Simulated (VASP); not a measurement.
# Au (Fm-3m) in VASP: notebook

The runs below take Au through single point, relaxation of cell and atoms, with PBEsol.

All numbers are computed with VASP 6.6.1; they aren't measurements. Logs are shortened: lines on timing, memory, paths and dates and some standing lists are left out, and cuts for length are marked.

## (1) The cell of the first run

It takes space group Fm-3m (No. 225, cubic). The conventional cell has a = 4.083 Å, b = 4.083 Å, c = 4.083 Å, α = 90.00°, β = 90.00°, γ = 90.00°. Within 3.8 Å of Au (site symmetry m-3m) lie 12 Au at 2.89 Å.

## (2) Single point, PBEsol

File INCAR:

```
SYSTEM = Au
PREC = Accurate
ENCUT = 520
EDIFF = 1E-6
ISMEAR = -1
SIGMA = 0.08
LREAL = .False.
LASPH = .True.
NELM = 100
ALGO = Normal
ISIF = 2
LWAVE = .False.
LCHARG = .False.
GGA = PS
NBANDS = 12
```

File KPOINTS:

```
Automatic mesh
0
Gamma
  26 26 26
  0 0 0
```

File POSCAR:

```
Au
1.0
    0.0000000000      2.0414888792      2.0414888792
    2.0414888792      0.0000000000      2.0414888792
    2.0414888792      2.0414888792      0.0000000000
Au
1
Direct
    0.0000000000      0.0000000000      0.0000000000
```

Potentials or basis: VASP PAW PBE potentials, release 64 (Au).

The run is started by

```bash
> cat potpaw_PBE.64/Au/POTCAR > POTCAR
> mpirun -np 1 vasp_std > vasp.out
```

OUTCAR:

```text
SYSTEM = Au
   PREC = Accurate
   ENCUT = 520
   EDIFF = 1E-6
   ISMEAR = -1
   LREAL = .False.
   LASPH = .True.
   NELM = 100
   ISIF = 2
   GGA = PS

 ion  position               nearest neighbor table
   1  0.000  0.000  0.000-

  LATTYP: Found a face centered cubic cell.
 ALAT       =     4.0829777584

  Lattice vectors:

 A1 = (   0.0000000000,   2.0414888792,   2.0414888792)
 A2 = (   2.0414888792,   0.0000000000,   2.0414888792)
 A3 = (   2.0414888792,   2.0414888792,   0.0000000000)

Analysis of symmetry for initial positions (statically):
=====================================================================
 Subroutine PRICEL returns:
 Original cell was already a primitive cell.

 Routine SETGRP: Setting up the symmetry group for a
 face centered cubic supercell.

 Subroutine GETGRP returns: Found 48 space group operations
 (whereof 48 operations were pure point group operations)
 out of a pool of 48 trial point group operations.

The static configuration has the point symmetry O_h .

Analysis of symmetry for dynamics (positions and initial velocities):
=====================================================================
 Subroutine PRICEL returns:
 Original cell was already a primitive cell.

 Routine SETGRP: Setting up the symmetry group for a
 face centered cubic supercell.

 Subroutine GETGRP returns: Found 48 space group operations
 (whereof 48 operations were pure point group operations)
 out of a pool of 48 trial point group operations.

The dynamic configuration has the point symmetry O_h .

 Subroutine INISYM returns: Found 48 space group operations
 (whereof 48 operations are pure point group operations),
 and found     1 'primitive' translations

----------------------------------------------------------------------------------------

                                     Primitive cell

  volume of cell :      17.0165

  direct lattice vectors                    reciprocal lattice vectors
     0.000000000  2.041488879  2.041488879    -0.244919287  0.244919287  0.244919287
     2.041488879  0.000000000  2.041488879     0.244919287 -0.244919287  0.244919287
     2.041488879  2.041488879  0.000000000     0.244919287  0.244919287 -0.244919287

  length of vectors
     2.887101260  2.887101260  2.887101260     0.424212648  0.424212648  0.424212648

  position of ions in fractional coordinates (direct lattice)
     0.000000000  0.000000000  0.000000000

  ion indices of the primitive-cell ions
   primitive index   ion index
                 1           1

----------------------------------------------------------------------------------------

 KPOINTS: Automatic mesh

Automatic generation of k-mesh.
 Grid dimensions read from file:
 generate k-points for:   26   26   26

 Generating k-lattice:

  Cartesian coordinates                     Fractional coordinates (reciprocal lattice)
    -0.009419973  0.009419973  0.009419973     0.038461538  0.000000000  0.000000000
     0.009419973 -0.009419973  0.009419973     0.000000000  0.038461538  0.000000000
     0.009419973  0.009419973 -0.009419973     0.000000000  0.000000000  0.038461538

  Length of vectors
     0.016315871  0.016315871  0.016315871

  Shift w.r.t. Gamma in fractional coordinates (k-lattice)
     0.000000000  0.000000000  0.000000000

 Subroutine IBZKPT returns following result:
 ===========================================

 Found    511 irreducible k-points:

 Following reciprocal coordinates:
            Coordinates               Weight
  0.000000  0.000000  0.000000      1.000000
  0.038462  0.000000  0.000000      8.000000
  0.076923  0.000000  0.000000      8.000000
  0.115385  0.000000  0.000000      8.000000
  0.153846  0.000000  0.000000      8.000000
  0.192308  0.000000  0.000000      8.000000
[... 16 lines left out ...]
  0.346154  0.038462  0.000000     24.000000
  0.384615  0.038462  0.000000     24.000000
 [... further k-points ...]
   k-points           NKPTS =    511   k-points in BZ     NKDIM =    511   number of bands    NBANDS=     12
   number of dos      NEDOS =    301   number of ions     NIONS =      1
   total plane-waves  NPLWV =  13824
   dimension x,y,z NGX =    24 NGY =   24 NGZ =   24
   dimension x,y,z NGXF=    48 NGYF=   48 NGZF=   48
   ions per type =               1
   NGX,Y,Z   is equivalent  to a cutoff of  13.82, 13.82, 13.82 a.u.
   NGXF,Y,Z  is equivalent  to a cutoff of  27.64, 27.64, 27.64 a.u.
 SYSTEM =  Au
   PREC   = accura    normal or accurate (medium, high low for compatibility)
   ISTART =      0    job   : 0-new  1-cont  2-samecut
   ICHARG =      2    charge: 1-file 2-atom 10-const
   ISPIN  =      1    spin polarized calculation?
   LNONCOLLINEAR =      F non collinear calculations
   LSORBIT =      F    spin-orbit coupling
   LASPH  =      T    aspherical Exc in radial PAW
   ENCUT  =  520.0 eV  38.22 Ry    6.18 a.u.   5.37  5.37  5.37*2*pi/ulx,y,z
   NELM   =    100;   NELMIN=  2; NELMDL= -5     # of ELM steps
   EDIFF  = 0.1E-05   stopping-criterion for ELM
   LREAL  =      F    real-space projection
   EDIFFG = 0.1E-04   stopping-criterion for IOM
   NSW    =      0    number of steps for IOM
   IBRION =     -1    ionic relax: 0-MD 1-quasi-New 2-CG
   NFREE  =      0    steps in history (QN), initial steepest desc. (CG)
   ISIF   =      2    stress and relaxation
   ISYM   =      2    0-nonsym 1-usesym 2-fastsym
   POTIM  = 0.5000    time-step for ionic-motion
   TEBEG  =    0.0;   TEEND  =   0.0 temperature during run
   PSTRESS=    0.0 pullay stress
   NELECT =      11.0000    total number of electrons
   NUPDOWN=      -1.0000    fix difference up-down
   EMIN   =  10.00;   EMAX   =-10.00  energy-range for DOS
   EFERMI =   0.00;   METHOD = LEGACY
   ISMEAR =    -1;   SIGMA  =   0.08  broadening in eV -4-tet -1-fermi 0-gaus
   EFERMI_NEDOS =   21; number of points for ismear=-14 and -15
   IALGO  =     38    algorithm
   IMIX   =      4    mixing-type and parameters
     AMIX     =   0.40;   BMIX     =  1.00
     AMIX_MAG =   1.60;   BMIX_MAG =  1.00
  volume/ion in A,a.u.               =      17.02       114.83
  Fermi-wavevector in a.u.,A,eV,Ry     =   1.415518  2.674941 27.261871  2.003691
  Thomas-Fermi vector in A             =   2.536948
   LORBIT       =      0    0 simple, 1 ext, 2 COOP (PROOUT), +10 PAW based schemes
   GGA     = PS    functional components
   LHFCALC =     F    Hartree Fock is set to
   AEXX    =    0.0000 exact exchange contribution
   IVDW    =     0    specifies the selected vdW correction
   LEPSILON=     F    determine dielectric tensor
   LRPA    =     F    only Hartree local field effects (RPA)
 non-spin polarized calculation
  energy-cutoff  :      520.00
  volume of cell :       17.02
 maximum number of plane-waves:       477
 NGX is ok and might be reduce to    24
   NGX = 11   NGY = 11   NGZ = 11

 number of electron      11.0000000 magnetization

 Free energy of the ion-electron system (eV)
  ---------------------------------------------------
  ext. energy  EPLUGINS =         0.00000000
  ---------------------------------------------------
  free energy    TOTEN  =        -3.92735792 eV

  energy without entropy =       -3.92202417  energy(sigma->0) =       -3.92469104

 E-fermi :   9.3124     XC(G=0): -12.8937

 val. band max:        9.3121517182   @ k =   0.5000   0.3077   0.1154
 cond. band min:       9.3320449841   @ k =   0.4615   0.2692   0.0000
 fundamental gap:      0.0198932659
 Fermi energy:         9.3123943250

 k-point     1 :       0.0000    0.0000    0.0000
  band No.  band energies     occupation
      1      -0.6337      2.00000
      2       4.6153      2.00000
      3       4.6153      2.00000
      4       4.6153      2.00000
      5       6.1491      2.00000
      6       6.1491      2.00000
      7      23.8009      0.00000
      8      27.8038      0.00000
      9      27.8038      0.00000
     10      27.8038      0.00000
     11      32.6752      0.00000
     12      37.3544      0.00000

 k-point     2 :       0.0385    0.0000    0.0000
  band No.  band energies     occupation
      1      -0.5818      2.00000
      2       4.5976      2.00000
      3       4.6336      2.00000
      4       4.6336      2.00000
      5       6.1404      2.00000
      6       6.1404      2.00000
      7      23.8644      0.00000
      8      27.4354      0.00000
      9      27.8663      0.00000
     10      27.8663      0.00000
     11      33.0144      0.00000
     12      36.5193      0.00000

 k-point     3 :       0.0769    0.0000    0.0000
  band No.  band energies     occupation
      1      -0.4277      2.00000
      2       4.5482      2.00000
      3       4.6855      2.00000
      4       4.6855      2.00000
      5       6.1181      2.00000
      6       6.1181      2.00000
      7      24.0386      0.00000
      8      26.5557      0.00000
      9      28.0489      0.00000
     10      28.0489      0.00000
     11      33.5324      0.00000
     12      35.5684      0.00000

 k-point     4 :       0.1154    0.0000    0.0000
  band No.  band energies     occupation
      1      -0.1775      2.00000
      2       4.4788      2.00000
      3       4.7604      2.00000
      4       4.7604      2.00000
      5       6.0938      2.00000
      6       6.0938      2.00000
      7      24.2413      0.00000
      8      25.4885      0.00000
      9      28.3354      0.00000
     10      28.3354      0.00000
     11      32.9638      0.00000
     12      35.2592      0.00000

 k-point     5 :       0.1538    0.0000    0.0000
  band No.  band energies     occupation
      1       0.1564      2.00000
      2       4.4089      2.00000
      3       4.8391      2.00000
      4       4.8391      2.00000
      5       6.0882      2.00000
      6       6.0882      2.00000
      7      23.8656      0.00000
      8      24.8880      0.00000
      9      28.6926      0.00000
     10      28.6926      0.00000
     11      31.9511      0.00000
     12      34.2242      0.00000
[... 228 lines left out ...]
      1       1.2837      2.00000
      2       4.4357      2.00000
      3       4.8961      2.00000
      4       4.9247      2.00000
      5       6.2350      2.00000
      6       6.4831      2.00000
      7      20.2224      0.00000
      8      24.8630      0.00000
      9      28.1872      0.00000
     10      29.9576      0.00000
     11      30.6093      0.00000
     12      32.5602      0.00000

 k-point    22 :       0.3077    0.0385    0.0000
  band No.  band energies     occupation
      1       1.6160      2.00000
      2       4.6976      2.00000
      3       4.8466      2.00000
      4       4.8751      2.00000
      5       6.4685      2.00000
      6       6.6774      2.00000
      7      18.6981      0.00000
      8      24.5438      0.00000
      9      27.8356      0.00000
     10      29.2430      0.00000
     11      31.3705      0.00000
     12      32.6095      0.00000

 k-point    23 :       0.3462    0.0385    0.0000
  band No.  band energies     occupation
      1       1.8315      2.00000
      2       4.7405      2.00000
      3       4.8084      2.00000
      4       5.2046      2.00000
      5       6.7469      2.00000
      6       6.8850      2.00000
      7      17.1729      0.00000
      8      24.1739      0.00000
      9      27.3645      0.00000
     10      28.4327      0.00000
     11      32.2585      0.00000
     12      32.8955      0.00000

 k-point    24 :       0.3846    0.0385    0.0000
  band No.  band energies     occupation
      1       1.9403      2.00000
      2       4.6700      2.00000
      3       4.7395      2.00000
      4       5.8299      2.00000
      5       7.0706      2.00000
      6       7.0788      2.00000
      7      15.6898      0.00000
      8      23.8324      0.00000
      9      26.9000      0.00000
     10      27.6645      0.00000
     11      33.1545      0.00000
     12      33.2868      0.00000

 [... further k-points ...]

------------------------ aborting loop because EDIFF is reached ----------------------------------------

  FORCE on cell =-STRESS in cart. coord.  units (eV):
  Direction    XX          YY          ZZ          XY          YZ          ZX
  --------------------------------------------------------------------------------------
  -------------------------------------------------------------------------------------
  Total       -0.0315877     -0.0315877     -0.0315877      0.0000000      0.0000000      0.0000000
  in kB       -2.9741112     -2.9741112     -2.9741112      0.0000000      0.0000000      0.0000000
  external PRESSURE =      -2.9741112 kB  Pullay stress =       0.0000000 kB

 VOLUME and BASIS-vectors are now :
 -----------------------------------------------------------------------------
  energy-cutoff  :      520.00
  volume of cell :       17.02
      direct lattice vectors                 reciprocal lattice vectors
     0.000000000  2.041488879  2.041488879    -0.244919287  0.244919287  0.244919287
     2.041488879  0.000000000  2.041488879     0.244919287 -0.244919287  0.244919287
     2.041488879  2.041488879  0.000000000     0.244919287  0.244919287 -0.244919287

 POSITION                                       TOTAL-FORCE (eV/Angst)
 -----------------------------------------------------------------------------------
      0.00000      0.00000      0.00000        -0.000000     -0.000000      0.000000
 -----------------------------------------------------------------------------------
    total drift:                               -0.000000      0.000000     -0.000000

  FREE ENERGIE OF THE ION-ELECTRON SYSTEM (eV)
  ---------------------------------------------------
  free  energy   TOTEN  =        -3.9273579162 eV

  energy  without entropy=       -3.9220241710  energy(sigma->0) =       -3.92469104
```

It took 58 s on 1 thread of Intel Xeon Platinum 8488C (Sapphire Rapids), shared host; peak memory 0.23 GiB.

Results:

| Property | Result |
| --- | --- |
| Free energy | -3.9274 eV |
| Pressure | -0.3 GPa |
| Band gap on the k mesh | zero (an odd number of electrons rules out a gap without spin polarisation) |

Caveat: the PAW data sets were made with another functional, which shifts forces and pressure a little; spin-orbit coupling is left out, which moves the levels of the heavy elements.

## (3) Relaxation of cell and atoms, PBEsol

This run uses another cell than the first one, of 16.85 Å³/atom.

File INCAR:

```
PREC = Accurate
ENCUT = 600
EDIFF = 1E-6
ISMEAR = -1
SIGMA = 0.08
LREAL = False
LASPH = True
NELM = 100
ALGO = Normal
ISIF = 3
LWAVE = False
LCHARG = False
GGA = PS
IBRION = 2
NSW = 100
EDIFFG = -0.002
```

File KPOINTS:

```
regular mesh
0
Gamma
  26 26 26
```

File POSCAR:

```
Au
1.0
    0.0000000000      2.0350000000      2.0350000000
    2.0350000000      0.0000000000      2.0350000000
    2.0350000000      2.0350000000      0.0000000000
Au
1
Direct
    0.0000000000      0.0000000000      0.0000000000
```

Potentials or basis: VASP PAW PBE potentials, release 64 (Au).

The run is started by

```bash
> cat potpaw_PBE.64/Au/POTCAR > POTCAR
> mpirun -np 1 vasp_std > vasp.out
```

It took 96 s on 1 thread of Intel Xeon Platinum 8488C (Sapphire Rapids), shared host; peak memory 0.24 GiB.

The run converged. Its results:

```yaml
Free_energy: -3.9272 eV
Relaxed_volume: 17.00 Å³/atom
Relaxed_cell: a = 2.886 Å, b = 2.886 Å, c = 2.886 Å, α = 60.00°, β = 60.00°, γ = 60.00°
Space_group_after_relaxing_to_0.1_Å: Fm-3m (No. 225)
Energy_gained_by_relaxing: 0.7 meV/atom
Ionic_steps: 3
Pressure_after_relaxing: 0.0 GPa
Band_gap_on_the_k_mesh: zero (an odd number of electrons rules out a gap without spin polarisation)
```

The path:
| step | energy change (eV) | largest force (eV/Å) | pressure (GPa) | volume (Å³) |
| --- | --- | --- | --- | --- |
| 1 | 0.0000 | 0.0000 | 1.51 | 16.85 |
| 2 | 0.0013 | 0.0000 | -2.44 | 17.25 |
| 3 | -0.0007 | 0.0000 | 0.00 | 17.00 |

Final structure:
```
Au
1.0
     0.00000    2.04069    2.04069
     2.04069    0.00000    2.04069
     2.04069    2.04069    0.00000
Au
1
Direct
  0.00000 0.00000 0.00000
```

Levels at points of the mesh, in eV from the Fermi level:
| k point | band 4 | band 5 | band 6 | band 7 | band 8 | band 9 |
| --- | --- | --- | --- | --- | --- | --- |
| (0.00, 0.00, 0.00) | -4.70 | -3.17 | -3.17 | 14.49 | 18.50 | 18.50 |
| (0.50, 0.00, 0.00) | -1.96 | -1.96 | -1.05 | 3.06 | 13.93 | 17.10 |
| (0.50, 0.50, 0.00) | -1.63 | -1.63 | 0.94 | 5.75 | 9.95 | 9.95 |

Caveat: the PAW data sets were made with another functional, which shifts forces and pressure a little; spin-orbit coupling is left out, which moves the levels of the heavy elements. Zero-point motion and thermal expansion aren't in these numbers.
